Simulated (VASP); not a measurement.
## PbF2 (Fluorocronite): single point with PBE

Crystal: PbF2 (Fluorocronite).

```
Pb F
1.0
     0.00000    2.94581    2.94581
     2.94581    0.00000    2.94581
     2.94581    2.94581    0.00000
Pb F
1 2
Cartesian
  0.0000 0.0000 0.0000
  1.4729 1.4729 1.4729
  4.4187 4.4187 4.4187
```

```yaml
Program: VASP 6.6.1
Task: single point
Functional: PBE
Potentials_or_basis: VASP PAW PBE potentials, release 64 (Pb_d, F)
Cutoff: 520 eV
k_mesh: 8 × 8 × 8
Occupations: gaussian, width 0.01 eV
Spin: no spin polarisation
```

| Quantity | Value |
| --- | --- |
| Pressure | 4.0 GPa |
| Band gap on the k mesh | 4.41 eV, indirect (least direct gap 4.56 eV) |

Levels at points of the mesh, in eV from the valence-band top:
```csv
k point,band 11,band 12,band 13,band 14,band 15,band 16,band 17,band 18
"(0.00, 0.00, 0.00)",-2.60,-2.10,-2.10,-2.10,6.79,6.79,6.79,10.69
"(0.50, 0.00, 0.00)",-2.81,-2.26,-2.26,-0.04,5.02,7.72,7.72,13.25
"(0.50, 0.50, 0.00)",-1.66,-1.66,-1.66,-0.15,4.41,7.96,7.96,8.92
```

Wall time 11 s on 1 thread of Intel(R) Xeon(R) 6975P-C (Granite Rapids), with other jobs on the host, peak memory 0.18 GiB.

Caveat: spin-orbit coupling is left out, which moves the levels of the heavy elements. A k mesh can miss the band edges.
